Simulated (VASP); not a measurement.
# BiTe (R-3m) in VASP: a series of runs

BiTe is run at these levels: PBE; tasks: single point.

Everything below comes from runs of VASP 6.6.1. Logs are shortened: lines on timing, memory, paths and dates and some standing lists are left out, and cuts for length are marked.

## 1. The cell of the first run

Symmetry: R-3m, No. 166, trigonal system. Conventional cell: a = 4.724 Å, b = 4.724 Å, c = 10.449 Å, α = 90.00°, β = 90.00°, γ = 120.00°. Bi (site symmetry -3m) has 6 Te at 3.24 Å and 6 Bi at 4.42 Å within 4.5 Å. Within 4.5 Å of Te (site symmetry -3m) lie 6 Bi at 3.24 Å and 6 Te at 4.42 Å.

## 2. Single point, PBE (strain -0.025 along x and y, +0.050 along z)

Contents of INCAR:

```
  ALGO = Normal
  EDIFF = 1E-6
  ENCUT = 520
  GGA = PE
  ISIF = 2
  ISMEAR = 0
  LASPH = T
  LCHARG = F
  LREAL = F
  LWAVE = F
  NBANDS = 18
  NELM = 100
  PREC = Accurate
  SIGMA = 0.15
```

Contents of KPOINTS:

```
k-points
0
Gamma
  12 12 12
```

Contents of POSCAR:

```
BiTe
1.0
    2.3621400785      1.3637822102      3.4831565522
   -2.3621400785      1.3637822102      3.4831565522
    0.0000000000     -2.7275644204      3.4831565522
Bi Te
1 1
Direct
    0.5000000000      0.5000000000      0.5000000000
    0.0000000000      0.0000000000      0.0000000000
```

Potentials or basis: VASP PAW PBE potentials, release 64 (Bi_d, Te).

On the command line:

```
$ cat potpaw_PBE.64/Bi_d/POTCAR potpaw_PBE.64/Te/POTCAR > POTCAR
$ mpirun -np 1 vasp_std > vasp.out
```

OUTCAR:

```text
EDIFF = 1E-6
   ENCUT = 520
   GGA = PE
   ISIF = 2
   ISMEAR = 0
   LASPH = T
   LREAL = F
   NELM = 100
   PREC = Accurate

 ion  position               nearest neighbor table
   1  0.500  0.500  0.500-   2 3.24   2 3.24   2 3.24   2 3.24   2 3.24   2 3.24
   2  0.000  0.000  0.000-   1 3.24   1 3.24   1 3.24   1 3.24   1 3.24   1 3.24

  LATTYP: Found a trigonal (rhomboedric) cell.
 ALAT       =     4.4240238736
 COS(alpha) =     0.4298273667

  Lattice vectors:

 A1 = (   2.3621400785,   1.3637822102,   3.4831565522)
 A2 = (  -2.3621400785,   1.3637822102,   3.4831565522)
 A3 = (   0.0000000000,  -2.7275644204,   3.4831565522)

Analysis of symmetry for initial positions (statically):
=====================================================================
 Subroutine PRICEL returns:
 Original cell was already a primitive cell.

 Routine SETGRP: Setting up the symmetry group for a
 trigonal (rhombohedral) supercell.

 Subroutine GETGRP returns: Found 12 space group operations
 (whereof 12 operations were pure point group operations)
 out of a pool of 12 trial point group operations.

The static configuration has the point symmetry D_3d.

Analysis of symmetry for dynamics (positions and initial velocities):
=====================================================================
 Subroutine PRICEL returns:
 Original cell was already a primitive cell.

 Routine SETGRP: Setting up the symmetry group for a
 trigonal (rhombohedral) supercell.

 Subroutine GETGRP returns: Found 12 space group operations
 (whereof 12 operations were pure point group operations)
 out of a pool of 12 trial point group operations.

The dynamic configuration has the point symmetry D_3d.

 Subroutine INISYM returns: Found 12 space group operations
 (whereof 12 operations are pure point group operations),
 and found     1 'primitive' translations

----------------------------------------------------------------------------------------

                                     Primitive cell

  volume of cell :      67.3248

  direct lattice vectors                    reciprocal lattice vectors
     2.362140078  1.363782210  3.483156552     0.211672459  0.122209151  0.095698637
    -2.362140078  1.363782210  3.483156552    -0.211672459  0.122209151  0.095698637
     0.000000000 -2.727564420  3.483156552     0.000000000 -0.244418303  0.095698637

  length of vectors
     4.424023874  4.424023874  4.424023874     0.262485306  0.262485306  0.262485306

  position of ions in fractional coordinates (direct lattice)
     0.500000000  0.500000000  0.500000000
     0.000000000  0.000000000  0.000000000

  ion indices of the primitive-cell ions
   primitive index   ion index
                 1           1
                 2           2

----------------------------------------------------------------------------------------

 KPOINTS: k-points

Automatic generation of k-mesh.
 Grid dimensions read from file:
 generate k-points for:   12   12   12

 Generating k-lattice:

  Cartesian coordinates                     Fractional coordinates (reciprocal lattice)
     0.017639372  0.010184096  0.007974886     0.083333333  0.000000000  0.000000000
    -0.017639372  0.010184096  0.007974886     0.000000000  0.083333333  0.000000000
     0.000000000 -0.020368192  0.007974886     0.000000000  0.000000000  0.083333333

  Length of vectors
     0.021873775  0.021873775  0.021873775

  Shift w.r.t. Gamma in fractional coordinates (k-lattice)
     0.000000000  0.000000000  0.000000000

 Subroutine IBZKPT returns following result:
 ===========================================

 Found    189 irreducible k-points:

 Following reciprocal coordinates:
            Coordinates               Weight
  0.000000  0.000000  0.000000      1.000000
  0.083333  0.000000  0.000000      6.000000
  0.166667  0.000000  0.000000      6.000000
  0.250000  0.000000  0.000000      6.000000
  0.333333  0.000000  0.000000      6.000000
  0.416667  0.000000  0.000000      6.000000
[... 16 lines left out ...]
  0.500000  0.166667  0.000000     12.000000
 -0.416667  0.166667  0.000000     12.000000
 [... further k-points ...]
   k-points           NKPTS =    189   k-points in BZ     NKDIM =    189   number of bands    NBANDS=     18
   number of dos      NEDOS =    301   number of ions     NIONS =      2
   total plane-waves  NPLWV =  46656
   dimension x,y,z NGX =    36 NGY =   36 NGZ =   36
   dimension x,y,z NGXF=    72 NGYF=   72 NGZF=   72
   ions per type =               1   1
   NGX,Y,Z   is equivalent  to a cutoff of  13.53, 13.53, 13.53 a.u.
   NGXF,Y,Z  is equivalent  to a cutoff of  27.06, 27.06, 27.06 a.u.
 SYSTEM =  unknown system
   PREC   = accura    normal or accurate (medium, high low for compatibility)
   ISTART =      0    job   : 0-new  1-cont  2-samecut
   ICHARG =      2    charge: 1-file 2-atom 10-const
   ISPIN  =      1    spin polarized calculation?
   LNONCOLLINEAR =      F non collinear calculations
   LSORBIT =      F    spin-orbit coupling
   LASPH  =      T    aspherical Exc in radial PAW
   ENCUT  =  520.0 eV  38.22 Ry    6.18 a.u.   8.23  8.23  8.23*2*pi/ulx,y,z
   NELM   =    100;   NELMIN=  2; NELMDL= -5     # of ELM steps
   EDIFF  = 0.1E-05   stopping-criterion for ELM
   LREAL  =      F    real-space projection
   EDIFFG = 0.1E-04   stopping-criterion for IOM
   NSW    =      0    number of steps for IOM
   IBRION =     -1    ionic relax: 0-MD 1-quasi-New 2-CG
   NFREE  =      0    steps in history (QN), initial steepest desc. (CG)
   ISIF   =      2    stress and relaxation
   ISYM   =      2    0-nonsym 1-usesym 2-fastsym
   POTIM  = 0.5000    time-step for ionic-motion
   TEBEG  =    0.0;   TEEND  =   0.0 temperature during run
   PSTRESS=    0.0 pullay stress
   NELECT =      21.0000    total number of electrons
   NUPDOWN=      -1.0000    fix difference up-down
   EMIN   =  10.00;   EMAX   =-10.00  energy-range for DOS
   EFERMI =   0.00;   METHOD = LEGACY
   ISMEAR =     0;   SIGMA  =   0.15  broadening in eV -4-tet -1-fermi 0-gaus
   EFERMI_NEDOS =   21; number of points for ismear=-14 and -15
   IALGO  =     38    algorithm
   IMIX   =      4    mixing-type and parameters
     AMIX     =   0.40;   BMIX     =  1.00
     AMIX_MAG =   1.60;   BMIX_MAG =  1.00
  volume/ion in A,a.u.               =      33.66       227.17
  Fermi-wavevector in a.u.,A,eV,Ry     =   1.110256  2.098079 16.771458  1.232667
  Thomas-Fermi vector in A             =   2.246805
   LORBIT       =      0    0 simple, 1 ext, 2 COOP (PROOUT), +10 PAW based schemes
   GGA     = PE    functional components
   LHFCALC =     F    Hartree Fock is set to
   AEXX    =    0.0000 exact exchange contribution
   IVDW    =     0    specifies the selected vdW correction
   LEPSILON=     F    determine dielectric tensor
   LRPA    =     F    only Hartree local field effects (RPA)
 non-spin polarized calculation
 Gauss-broadening in eV      SIGMA  =   0.15
  energy-cutoff  :      520.00
  volume of cell :       67.32
 maximum number of plane-waves:      1836
 NGX is ok and might be reduce to    36
   NGX = 17   NGY = 17   NGZ = 17

 number of electron      21.0000002 magnetization

 Free energy of the ion-electron system (eV)
  ---------------------------------------------------
  ext. energy  EPLUGINS =         0.00000000
  ---------------------------------------------------
  free energy    TOTEN  =        -7.18181059 eV

  energy without entropy =       -7.16431664  energy(sigma->0) =       -7.17306362

 E-fermi :   6.7333     XC(G=0):  -9.4686

 val. band max:        6.7305339796   @ k =   0.4167   0.4167   0.3333
 cond. band min:       6.7408354011   @ k =  -0.4167   0.0833   0.0000
 fundamental gap:      0.0103014215
 Fermi energy:         6.7333238752

 k-point     1 :       0.0000    0.0000    0.0000
  band No.  band energies     occupation
      1     -16.4689      2.00000
      2     -16.4689      2.00000
      3     -16.4620      2.00000
      4     -16.4620      2.00000
      5     -16.4525      2.00000
      6      -6.8287      2.00000
[... 10 lines left out ...]
     17      12.8971      0.00000
     18      13.4014      0.00000

 k-point     2 :       0.0833    0.0000    0.0000
  band No.  band energies     occupation
      1     -16.4689      2.00000
      2     -16.4687      2.00000
      3     -16.4624      2.00000
      4     -16.4617      2.00000
      5     -16.4522      2.00000
      6      -6.7681      2.00000
[... 10 lines left out ...]
     17      13.3049      0.00000
     18      13.7413      0.00000

 k-point     3 :       0.1667    0.0000    0.0000
  band No.  band energies     occupation
      1     -16.4691      2.00000
      2     -16.4681      2.00000
      3     -16.4632      2.00000
      4     -16.4609      2.00000
      5     -16.4515      2.00000
      6      -6.5873      2.00000
[... 10 lines left out ...]
     17      14.2571      0.00000
     18      14.5898      0.00000

 k-point     4 :       0.2500    0.0000    0.0000
  band No.  band energies     occupation
      1     -16.4696      2.00000
      2     -16.4678      2.00000
      3     -16.4638      2.00000
      4     -16.4599      2.00000
      5     -16.4502      2.00000
      6      -6.2895      2.00000
[... 375 lines left out ...]
      4     -16.4568      2.00000
      5     -16.4475      2.00000
      6      -5.5422      2.00000
[... 10 lines left out ...]
     17      15.8823      0.00000
     18      16.4608      0.00000

 k-point    23 :       0.5000    0.1667    0.0000
  band No.  band energies     occupation
      1     -16.4721      2.00000
      2     -16.4688      2.00000
      3     -16.4628      2.00000
      4     -16.4569      2.00000
      5     -16.4469      2.00000
      6      -5.0515      2.00000
[... 10 lines left out ...]
     17      16.0779      0.00000
     18      17.0653      0.00000

 k-point    24 :      -0.4167    0.1667    0.0000
  band No.  band energies     occupation
      1     -16.4710      2.00000
      2     -16.4694      2.00000
      3     -16.4625      2.00000
      4     -16.4574      2.00000
      5     -16.4473      2.00000
      6      -4.8835      2.00000
[... 10 lines left out ...]
     17      15.8799      0.00000
     18      16.6277      0.00000

 [... further k-points ...]

------------------------ aborting loop because EDIFF is reached ----------------------------------------

  FORCE on cell =-STRESS in cart. coord.  units (eV):
  Direction    XX          YY          ZZ          XY          YZ          ZX
  --------------------------------------------------------------------------------------
  -------------------------------------------------------------------------------------
  Total        0.3005424      0.3005424      0.1854061     -0.0000000     -0.0000000      0.0000000
  in kB        7.1522284      7.1522284      4.4122454     -0.0000000     -0.0000000      0.0000000
  external PRESSURE =       6.2389008 kB  Pullay stress =       0.0000000 kB

 VOLUME and BASIS-vectors are now :
 -----------------------------------------------------------------------------
  energy-cutoff  :      520.00
  volume of cell :       67.32
      direct lattice vectors                 reciprocal lattice vectors
     2.362140078  1.363782210  3.483156552     0.211672459  0.122209151  0.095698637
    -2.362140078  1.363782210  3.483156552    -0.211672459  0.122209151  0.095698637
     0.000000000 -2.727564420  3.483156552     0.000000000 -0.244418303  0.095698637

 POSITION                                       TOTAL-FORCE (eV/Angst)
 -----------------------------------------------------------------------------------
      0.00000      0.00000      5.22473         0.000000      0.000000     -0.000000
      0.00000      0.00000      0.00000         0.000000      0.000000      0.000000
 -----------------------------------------------------------------------------------
    total drift:                               -0.000000     -0.000000      0.000000

  FREE ENERGIE OF THE ION-ELECTRON SYSTEM (eV)
  ---------------------------------------------------
  free  energy   TOTEN  =        -7.1818105878 eV

  energy  without entropy=       -7.1643166430  energy(sigma->0) =       -7.17306362
```

Run time: 1.8 min. Hardware: 1 thread of AMD EPYC 9R45 (Zen 5), shared host; peak memory 0.34 GiB.

Results:

- Free energy: -7.1818 eV
- Pressure: 0.6 GPa
- Band gap on the k mesh: zero (an odd number of electrons rules out a gap without spin polarisation)

Caveat: the cell differs from its parent crystal (strain -0.025 along x and y, +0.050 along z); spin-orbit coupling is left out, which moves the levels of the heavy elements; an odd number of electrons without spin polarisation forces a metal; a magnetic or distorted state may lie lower.

## 3. Single point, PBE (strain +0.025 along x and y, -0.050 along z)

Contents of INCAR:

```
SYSTEM = BiTe
PREC = Accurate ; ENCUT = 520
EDIFF = 1E-7 ; ISMEAR = 0
SIGMA = 0.15 ; LREAL = .False.
LASPH = .True. ; NELM = 100
ALGO = Normal ; ISIF = 2
LWAVE = .False. ; LCHARG = .True.
GGA = PE ; LELF = .True.
LVHAR = .True. ; NBANDS = 18
```

Contents of KPOINTS:

```
Automatic mesh
0
Gamma
  12 12 12
  0 0 0
```

Contents of POSCAR:

```
BiTe
1.0
    2.4832754671      1.4337197594      3.1514273568
   -2.4832754671      1.4337197594      3.1514273568
    0.0000000000     -2.8674395188      3.1514273568
Bi Te
1 1
Direct
    0.5000000000      0.5000000000      0.5000000000
    0.0000000000      0.0000000000      0.0000000000
```

Potentials or basis: VASP PAW PBE potentials, release 64 (Bi_d, Te).

On the command line:

```
$ cat potpaw_PBE.64/Bi_d/POTCAR potpaw_PBE.64/Te/POTCAR > POTCAR
$ mpirun -np 1 vasp_std > vasp.out
```

Wall time 93 s (1 thread of AMD EPYC 9R45 (Zen 5), shared host); peak memory 0.32 GiB.

Results (log left out):

| Property | Result |
| --- | --- |
| Free energy | -7.1705 eV |
| Pressure | -0.8 GPa |
| Band gap on the k mesh | zero (an odd number of electrons rules out a gap without spin polarisation) |

Stress tensor (GPa, compression positive):
```
-1.38  0.00  0.00
 0.00 -1.38  0.00
 0.00  0.00  0.38
```

Levels at points of the mesh, in eV from the Fermi level:
| k point | band 6 | band 7 | band 8 | band 9 | band 10 | band 11 | band 12 | band 13 | band 14 | band 15 |
| --- | --- | --- | --- | --- | --- | --- | --- | --- | --- | --- |
| (0.00, 0.00, 0.00) | -13.38 | -8.35 | -2.92 | -2.92 | -1.29 | 1.90 | 2.79 | 2.79 | 3.92 | 3.92 |
| (0.50, 0.00, 0.00) | -11.48 | -11.32 | -1.80 | -1.70 | -0.98 | -0.71 | -0.46 | 0.74 | 6.50 | 6.54 |
| (0.50, 0.50, 0.00) | -11.56 | -9.94 | -5.48 | -4.57 | -2.83 | 2.68 | 2.77 | 3.50 | 4.31 | 7.86 |
| (0.50, 0.50, 0.50) | -11.00 | -10.74 | -2.44 | -2.44 | -2.40 | -1.76 | -1.43 | -1.43 | 8.43 | 8.99 |

Caveat: the cell differs from its parent crystal (strain +0.025 along x and y, -0.050 along z); spin-orbit coupling is left out, which moves the levels of the heavy elements; an odd number of electrons without spin polarisation forces a metal; a magnetic or distorted state may lie lower.

## 4. Single point, PBE (strain +0.000 along x and y, +0.025 along z)

Contents of INCAR:

```
SYSTEM = BiTe
PREC     = Accurate       ! precision mode
ENCUT    = 520            ! plane-wave cutoff, eV
EDIFF    = 1E-6           ! SCF threshold, eV
ISMEAR   = 0              ! smearing method
SIGMA    = 0.15           ! smearing width, eV
LREAL    = .FALSE.        ! projectors in reciprocal space
LASPH    = .TRUE.         ! aspherical terms in the spheres
NELM     = 60             ! most SCF steps
ALGO     = Normal         ! electronic algorithm
ISIF     = 2              ! what is computed and relaxed
LWAVE    = .FALSE.        ! write WAVECAR
LCHARG   = .FALSE.        ! write CHGCAR
GGA      = PE             ! functional
NBANDS   = 18             ! bands
```

Contents of KPOINTS:

```
regular mesh
0
G
  12 12 12
  0 0 0
```

Contents of POSCAR:

```
BiTe
1.0
    2.4227077728      1.3987509848      3.4002242534
   -2.4227077728      1.3987509848      3.4002242534
    0.0000000000     -2.7975019696      3.4002242534
Bi Te
1 1
Direct
    0.5000000000      0.5000000000      0.5000000000
    0.0000000000      0.0000000000      0.0000000000
```

Potentials or basis: VASP PAW PBE potentials, release 64 (Bi_d, Te).

On the command line:

```
$ cat potpaw_PBE.64/Bi_d/POTCAR potpaw_PBE.64/Te/POTCAR > POTCAR
$ mpirun -np 1 vasp_std > vasp.out
```

OUTCAR:

```text
SYSTEM = BiTe
   PREC = Accurate
   ENCUT = 520
   EDIFF = 1E-6
   ISMEAR = 0
   LREAL = .FALSE.
   LASPH = .TRUE.
   NELM = 60
   ISIF = 2
   GGA = PE

 ion  position               nearest neighbor table
   1  0.500  0.500  0.500-   2 3.27   2 3.27   2 3.27   2 3.27   2 3.27   2 3.27
   2  0.000  0.000  0.000-   1 3.27   1 3.27   1 3.27   1 3.27   1 3.27   1 3.27

  LATTYP: Found a trigonal (rhomboedric) cell.
 ALAT       =     4.4031286880
 COS(alpha) =     0.3945067530

  Lattice vectors:

 A1 = (   2.4227077728,   1.3987509848,   3.4002242534)
[... 692 lines left out ...]

  FORCE on cell =-STRESS in cart. coord.  units (eV):
  Direction    XX          YY          ZZ          XY          YZ          ZX
  --------------------------------------------------------------------------------------
  -------------------------------------------------------------------------------------
  Total       -0.4252153     -0.4252153     -0.4307828      0.0000000      0.0000000      0.0000000
  in kB       -9.8541510     -9.8541510     -9.9831755      0.0000000      0.0000000      0.0000000
  external PRESSURE =      -9.8971592 kB  Pullay stress =       0.0000000 kB

 VOLUME and BASIS-vectors are now :
 -----------------------------------------------------------------------------
  energy-cutoff  :      520.00
  volume of cell :       69.14
      direct lattice vectors                 reciprocal lattice vectors
     2.422707773  1.398750985  3.400224253     0.206380648  0.119153923  0.098032750
    -2.422707773  1.398750985  3.400224253    -0.206380648  0.119153923  0.098032750
     0.000000000 -2.797501970  3.400224253     0.000000000 -0.238307845  0.098032750

 POSITION                                       TOTAL-FORCE (eV/Angst)
 -----------------------------------------------------------------------------------
      0.00000      0.00000      5.10034        -0.000000     -0.000000      0.000000
      0.00000      0.00000      0.00000         0.000000      0.000000     -0.000000
 -----------------------------------------------------------------------------------
    total drift:                               -0.000000     -0.000000      0.000000

  FREE ENERGIE OF THE ION-ELECTRON SYSTEM (eV)
  ---------------------------------------------------
  free  energy   TOTEN  =        -7.1835830863 eV

  energy  without entropy=       -7.1663471143  energy(sigma->0) =       -7.17496510
```

stdout:

```text
POSCAR found type information on POSCAR BiTe
 POSCAR found :  2 types and       2 ions
 scaLAPACK will be used
 LDA part: xc-table for (Slater+PW92), standard interpolation
 POSCAR, INCAR and KPOINTS ok, starting setup
 FFT: planning ... GRIDC
 FFT: planning ... GRID_SOFT
 FFT: planning ... GRID
 WAVECAR not read
 entering main loop
```

It took 1.9 min on 1 thread of AMD EPYC 9R45 (Zen 5), shared host; peak memory 0.35 GiB.

What came out:

* Free energy: -7.1836 eV
* Pressure: -1.0 GPa
* Band gap on the k mesh: zero (an odd number of electrons rules out a gap without spin polarisation)

Caveat: the cell differs from its parent crystal (strain +0.000 along x and y, +0.025 along z); spin-orbit coupling is left out, which moves the levels of the heavy elements; an odd number of electrons without spin polarisation forces a metal; a magnetic or distorted state may lie lower.

(Continued in part 2 of 2.)
